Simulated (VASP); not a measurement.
# CdSe (Fm-3m) in VASP: a series of runs, part 3 of 3

VASP 6.6.1. The steps go on from the part before.

## 5. Elastic constants, PBE

Contents of INCAR:

```
ALGO     = Normal         # electronic algorithm
EDIFF    = 1E-8           # SCF threshold, eV
ENCUT    = 600            # plane-wave cutoff, eV
GGA      = PE             # functional
IBRION   = 6              # ionic algorithm
ISIF     = 3              # what is computed and relaxed
ISMEAR   = -1             # smearing method
LASPH    = T              # aspherical terms in the spheres
LCHARG   = F              # write CHGCAR
LREAL    = F              # projectors in reciprocal space
LWAVE    = F              # write WAVECAR
NELM     = 60             # most SCF steps
NFREE    = 2            
NSW      = 1              # ionic steps
POTIM    = 0.015          # step
PREC     = Accurate       # precision mode
SIGMA    = 0.05           # smearing width, eV
```

Contents of KPOINTS:

```
k-points
0
Gamma
  6 6 6
```

Contents of POSCAR:

```
CdSe
1.0
    0.0000000000      2.8739580000      2.8739580000
    2.8739580000      0.0000000000      2.8739580000
    2.8739580000      2.8739580000      0.0000000000
Cd Se
1 1
Direct
    0.0000000000      0.0000000000      0.0000000000
    0.5000000000      0.5000000000      0.5000000000
```

Potentials or basis: VASP PAW PBE potentials, release 64 (Cd, Se).

Run with:

```
> cat potpaw_PBE.64/Cd/POTCAR potpaw_PBE.64/Se/POTCAR > POTCAR
> mpirun -np 1 vasp_std > vasp.out
```

OUTCAR:

```text
EDIFF = 1E-8
   ENCUT = 600
   GGA = PE
   IBRION = 6
   ISIF = 3
   ISMEAR = -1
   LASPH = T
   LREAL = F
   NELM = 60
   NFREE = 2
   NSW = 1
   POTIM = 0.015
   PREC = Accurate

 ion  position               nearest neighbor table
   1  0.000  0.000  0.000-   2 2.87   2 2.87   2 2.87   2 2.87   2 2.87   2 2.87
   2  0.500  0.500  0.500-   1 2.87   1 2.87   1 2.87   1 2.87   1 2.87   1 2.87

  LATTYP: Found a face centered cubic cell.
 ALAT       =     5.7479160000

  Lattice vectors:

 A1 = (   0.0000000000,   2.8739580000,   2.8739580000)
 A2 = (   2.8739580000,   0.0000000000,   2.8739580000)
 A3 = (   2.8739580000,   2.8739580000,   0.0000000000)

Analysis of symmetry for initial positions (statically):
=====================================================================
 Subroutine PRICEL returns:
 Original cell was already a primitive cell.

 Routine SETGRP: Setting up the symmetry group for a
 face centered cubic supercell.

 Subroutine GETGRP returns: Found 48 space group operations
 (whereof 48 operations were pure point group operations)
 out of a pool of 48 trial point group operations.

The static configuration has the point symmetry O_h .

Analysis of symmetry for dynamics (positions and initial velocities):
=====================================================================
[... 1133 lines left out ...]
  Total        0.0077436      0.0026373      0.0026373      0.0000000     -0.0000000      0.0000000
  in kB        0.2613264      0.0890023      0.0890023      0.0000000     -0.0000000      0.0000000
  external PRESSURE =       0.1464436 kB  Pullay stress =       0.0000000 kB
[... 17 lines left out ...]
  FREE ENERGIE OF THE ION-ELECTRON SYSTEM (eV)
  ---------------------------------------------------
  free  energy   TOTEN  =        -5.2024528339 eV

  energy  without entropy=       -5.1971451146  energy(sigma->0) =       -5.19979897

 INTERNAL STRAIN TENSORS FROM STRAINED CELLS
 ============================================

 INTERNAL STRAIN TENSOR FOR ION    1 for displacements in x,y,z  (eV/Angst):
          X           Y           Z          XY          YZ          ZX
  --------------------------------------------------------------------------------
  x     0.00000     0.00000     0.00000    -0.00000    -0.00000     0.00000
  y    -0.00000     0.00000    -0.00000    -0.00000    -0.00000    -0.00000
  z     0.00000     0.00000     0.00000     0.00000    -0.00000     0.00000

 INTERNAL STRAIN TENSORS FROM DISPLACED ATOMS
 ============================================

 INTERNAL STRAIN TENSOR FOR ION    1 for displacements in x,y,z  (eV/Angst):
          X           Y           Z          XY          YZ          ZX
  --------------------------------------------------------------------------------
  x     0.00000     0.00000     0.00000     0.00000     0.00000     0.00000
  y     0.00000     0.00000     0.00000     0.00000     0.00000     0.00000
  z     0.00000     0.00000     0.00000     0.00000     0.00000     0.00000

 INTERNAL STRAIN TENSOR FOR ION    2 for displacements in x,y,z  (eV/Angst):
          X           Y           Z          XY          YZ          ZX
  --------------------------------------------------------------------------------
  x     0.00000     0.00000     0.00000     0.00000     0.00000     0.00000
  y     0.00000     0.00000     0.00000     0.00000     0.00000     0.00000
  z     0.00000     0.00000     0.00000     0.00000     0.00000     0.00000

 Eigenvectors and eigenvalues of the dynamical matrix
 ----------------------------------------------------

   1 f  =    2.451834 THz    15.405326 2PiTHz   81.784371 cm-1    10.139965 meV
             X         Y         Z           dx          dy          dz
      0.000000  0.000000  0.000000     0.000000    0.640189    0.000000
      2.873958  2.873958  2.873958     0.000000   -0.768218    0.000000
[... 21 lines left out ...]
   6 f/i=    0.006876 THz     0.043205 2PiTHz    0.229368 cm-1     0.028438 meV
             X         Y         Z           dx          dy          dz
      0.000000  0.000000  0.000000     0.000000    0.000000    0.768218
      2.873958  2.873958  2.873958     0.000000    0.000000    0.640189

--------------------------------------------------------------------------------------------------------

 ELASTIC MODULI CONTR FROM IONIC RELAXATION (kBar)
 Direction    XX          YY          ZZ          XY          YZ          ZX
 --------------------------------------------------------------------------------
 XX           0.0000      0.0000      0.0000      0.0000      0.0000      0.0000
 YY           0.0000      0.0000      0.0000      0.0000      0.0000      0.0000
 ZZ           0.0000      0.0000      0.0000      0.0000      0.0000      0.0000
 XY           0.0000      0.0000      0.0000      0.0000      0.0000      0.0000
 YZ           0.0000      0.0000      0.0000      0.0000      0.0000      0.0000
 ZX           0.0000      0.0000      0.0000      0.0000      0.0000      0.0000
 --------------------------------------------------------------------------------

 TOTAL ELASTIC MODULI (kBar)
 Direction    XX          YY          ZZ          XY          YZ          ZX
 --------------------------------------------------------------------------------
 XX         999.7628    378.9526    378.9526      0.0000     -0.0000     -0.0000
 YY         378.9526    999.7628    378.9526      0.0000      0.0000      0.0000
 ZZ         378.9526    378.9526    999.7628      0.0000     -0.0000      0.0000
 XY           0.0000      0.0000      0.0000    231.4691      0.0000      0.0000
 YZ          -0.0000      0.0000     -0.0000      0.0000    231.4691      0.0000
 ZX          -0.0000      0.0000      0.0000      0.0000      0.0000    231.4691
 --------------------------------------------------------------------------------
```

OSZICAR:

```text
N       E                     dE             d eps       ncg     rms          rms(c)
DAV:   1     0.122071995879E+03    0.12207E+03   -0.10371E+04   416   0.147E+03
DAV:   2    -0.705854827252E+00   -0.12278E+03   -0.11737E+03   486   0.309E+02
DAV:   3    -0.560574975005E+01   -0.48999E+01   -0.48805E+01   501   0.638E+01
[... 206 lines left out ...]
DAV:   4    -0.520245195665E+01    0.70026E-05   -0.56356E-05   835   0.497E-02    0.948E-03
DAV:   5    -0.520245282968E+01   -0.87304E-06   -0.67046E-06   800   0.179E-02    0.437E-03
DAV:   6    -0.520245282317E+01    0.65115E-08   -0.15042E-07   895   0.321E-03    0.276E-03
DAV:   7    -0.520245283327E+01   -0.10097E-07   -0.17538E-08   777   0.119E-03    0.497E-04
DAV:   8    -0.520245283392E+01   -0.65029E-09   -0.39824E-09   405   0.479E-04
  17 F= -.52024528E+01 E0= -.51997990E+01  d E =-.530772E-02
```

Wall time 5.6 min (1 thread of Intel Xeon Platinum 8488C (Sapphire Rapids), shared host); peak memory 0.24 GiB.

What came out:

| Property | Result |
| --- | --- |
| Elastic constants C11, C12, C44 | 100, 38, 23 GPa |
| Voigt bulk modulus | 59 GPa |
| Highest phonon frequency at Γ, LO-TO splitting left out | 82 cm⁻¹ |

Phonon frequencies in cm⁻¹ (negative: imaginary):
| q point | frequencies |
| --- | --- |
| (0.000, 0.000, 0.000) | 0 0 0 82 82 82 |

Elastic tensor in Voigt notation (GPa, in the Cartesian axes of the cell as first typed):
```
100  38  38   0   0   0
 38 100  38   0   0   0
 38  38 100   0   0   0
  0   0   0  23   0   0
  0   0   0   0  23   0
  0   0   0   0   0  23
```

Clamped-ion elastic tensor (GPa):
```
100  38  38   0   0   0
 38 100  38   0   0   0
 38  38 100   0   0   0
  0   0   0  23   0   0
  0   0   0   0  23   0
  0   0   0   0   0  23
```

## 6. Single point, PBE+D4

POSCAR is that of step 5.

Contents of INCAR.step1:

```
ALGO = Normal
EDIFF = 1E-6
ENCUT = 400
GGA = PE
GGA_COMPAT = False
ISIF = 2
ISMEAR = -5
IVDW = 13
LASPH = True
LCHARG = True
LORBIT = 11
LREAL = False
LWAVE = False
NBANDS = 16
NEDOS = 2001
NELM = 120
PREC = Accurate
SIGMA = 0.05
```

Contents of KPOINTS.step1:

```
k-points
0
Gamma
  8 8 8
```

Contents of INCAR.step2:

```
ALGO = Normal
EDIFF = 1E-6
ENCUT = 400
GGA = PE
GGA_COMPAT = False
ICHARG = 11
ISIF = 2
ISMEAR = -5
IVDW = 13
LASPH = True
LCHARG = False
LORBIT = 11
LREAL = False
LWAVE = False
NEDOS = 2001
NELM = 120
PREC = Accurate
SIGMA = 0.05
```

Contents of KPOINTS.step2:

```
k-points
0
Gamma
  12 12 12
```

Potentials or basis: VASP PAW PBE potentials, release 64 (Cd, Se).

Run with:

```
> cat potpaw_PBE.64/Cd/POTCAR potpaw_PBE.64/Se/POTCAR > POTCAR
> cp INCAR.step1 INCAR
> cp KPOINTS.step1 KPOINTS
> mpirun -np 1 vasp_std > vasp.out
> cp INCAR.step2 INCAR
> cp KPOINTS.step2 KPOINTS
> mpirun -np 1 vasp_std > vasp.out
```

Run time: 18 s. Hardware: 1 thread of AMD EPYC 9R45 (Zen 5), shared host; peak memory 0.14 GiB.

Results (log left out):

| Quantity | Value |
| --- | --- |
| Valence electrons inside the program's atomic spheres | Cd 10.19; Se 3.82 |
| Dispersion energy per atom | -0.390 eV |

Levels at points of the mesh, in eV from the Fermi level:
```
           k point  band 6  band 7  band 8  band 9  band 10  band 11  band 12  band 13
(0.00, 0.00, 0.00)   -7.86   -0.55   -0.55   -0.55     0.13     8.69     8.69     8.69
(0.50, 0.00, 0.00)   -7.73   -4.88    0.01    0.01     3.07     5.31     5.31     5.96
(0.50, 0.50, 0.00)   -7.20   -4.02   -1.99   -1.99    -0.41     5.52     9.76    10.34
```

Caveat: tetrahedron occupations give inexact forces and stress in metals.
